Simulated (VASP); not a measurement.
Wanted: the native input for a VASP 6.6.1 run.

```yaml
Task: single point
Functional: PBEsol
Potentials_or_basis: VASP PAW PBE potentials, release 64 (Ta_pv, H)
Cutoff: 520 eV
k_mesh: 10 × 10 × 6
Occupations: methfessel-paxton, width 0.15 eV
Spin: no spin polarisation
Dipole_correction: no
Further_INCAR_settings: ALGO = Normal; EDIFF = 1e-07; NBANDS = 18
```

The structure of Ta2H lies in POSCAR:

```
Ta2H
1.0
    1.6763601400     -2.3106350816      0.0000000000
    1.6763601400      2.3106350816      0.0000000000
    0.0000000000      0.0000000000      4.6365001903
Ta H
2 1
Direct
    0.0000000000      0.5000000000      0.2645700000
    0.5000000000      0.0000000000      0.7354300000
    0.0000000000      0.0000000000      0.0000000000
```

These files were run (other wordings do the same):

INCAR

```
PREC     = Accurate       # precision mode
ENCUT    = 520            # plane-wave cutoff, eV
EDIFF    = 1E-7           # SCF threshold, eV
ISMEAR   = 1              # smearing method
SIGMA    = 0.15           # smearing width, eV
LREAL    = False          # projectors in reciprocal space
LASPH    = True           # aspherical terms in the spheres
NELM     = 100            # most SCF steps
ALGO     = Normal         # electronic algorithm
ISIF     = 2              # what is computed and relaxed
LWAVE    = False          # write WAVECAR
LCHARG   = True           # write CHGCAR
GGA      = PS             # functional
LELF     = True           # ELF
LVHAR    = True         
NBANDS   = 18             # bands
```

KPOINTS

```
Automatic mesh
0
Gamma
  10 10 6
```

Potentials or basis: VASP PAW PBE potentials, release 64 (Ta_pv, H).

Launch:

```bash
$ cat potpaw_PBE.64/Ta_pv/POTCAR potpaw_PBE.64/H/POTCAR > POTCAR
$ mpirun -np 1 vasp_std > vasp.out
```

It gave:

```
Pressure      : 14.3 GPa
Largest force : 0.076 eV/Å
```

Caveat: the PAW data sets were made with another functional, which shifts forces and pressure a little.

Wall time 53 s on 1 thread of AMD EPYC 9R45 96-Core Processor (Zen 5) (shared host), peak memory 0.18 GiB.
